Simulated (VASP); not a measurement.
Wanted: the native input for a VASP 6.6.1 run.

```
Task                   : single point
Functional             : r2SCAN
Potentials or basis    : VASP PAW PBE potentials, release 64 (Ga_d, Mo_sv)
Cutoff                 : 520 eV
k mesh                 : 8 × 8 × 8
Occupations            : methfessel-paxton, width 0.0198 eV
Spin                   : no spin polarisation
Dipole correction      : no
Further INCAR settings : ALGO = Normal; EDIFF = 1e-07; NBANDS = 35
```

GaMo:

```
Ga Mo
1.0
     0.00000    3.34202    0.00000
     3.34202    0.00000    0.00000
     1.67101    1.67101   -5.65443
Ga Mo
2 2
Direct
  0.41600 0.41600 0.16800
  0.16600 0.66600 0.66800
  0.00000 0.00000 0.00000
  0.75000 0.25000 0.50000
```

The input as run:

POSCAR

```
GaMo
1.0
    0.0000000000      3.3420210000      0.0000000000
    3.3420210000      0.0000000000      0.0000000000
    1.6710110000      1.6710110000     -5.6544320000
Ga Mo
2 2
Direct
    0.4160000000      0.4160000000      0.1680000000
    0.1660000000      0.6660000000      0.6680000000
    0.0000000000      0.0000000000      0.0000000000
    0.7500000000      0.2500000000      0.5000000000
```

INCAR.step1

```
PREC = Accurate
ENCUT = 520
ISMEAR = 1
SIGMA = 0.0198
LREAL = False
LASPH = True
NELM = 100
NBANDS = 35
GGA = PE
ALGO = Normal
EDIFF = 1E-4
LWAVE = True
LCHARG = False
```

INCAR.step2

```
PREC = Accurate
ENCUT = 520
EDIFF = 1E-7
ISMEAR = 1
SIGMA = 0.0198
LREAL = False
LASPH = True
NELM = 100
ALGO = Normal
ISIF = 2
LWAVE = False
LCHARG = False
METAGGA = R2SCAN
LMIXTAU = True
NBANDS = 35
ISTART = 1
```

KPOINTS

```
Automatic mesh
0
Gamma
  8 8 8
```

Potentials or basis: VASP PAW PBE potentials, release 64 (Ga_d, Mo_sv).

The run is started by

```bash
$ cat potpaw_PBE.64/Ga_d/POTCAR potpaw_PBE.64/Mo_sv/POTCAR > POTCAR
$ cp INCAR.step1 INCAR
$ mpirun -np 1 vasp_std > vasp.out
$ cp INCAR.step2 INCAR
$ mpirun -np 1 vasp_std > vasp.out
```

Results of the run:

- Pressure: 7.9 GPa
- Largest force: 0.167 eV/Å
- Band gap on the k mesh: zero (band 27 reaches 9.97 eV, above the bottom of band 28 at 8.21 eV)

Caveat: the PAW data sets were made with another functional, which shifts forces and pressure a little.

It took 7.2 min on 1 thread of AMD EPYC 7R43 64-Core Processor (Zen 3), with other jobs on the host, peak memory 0.23 GiB.
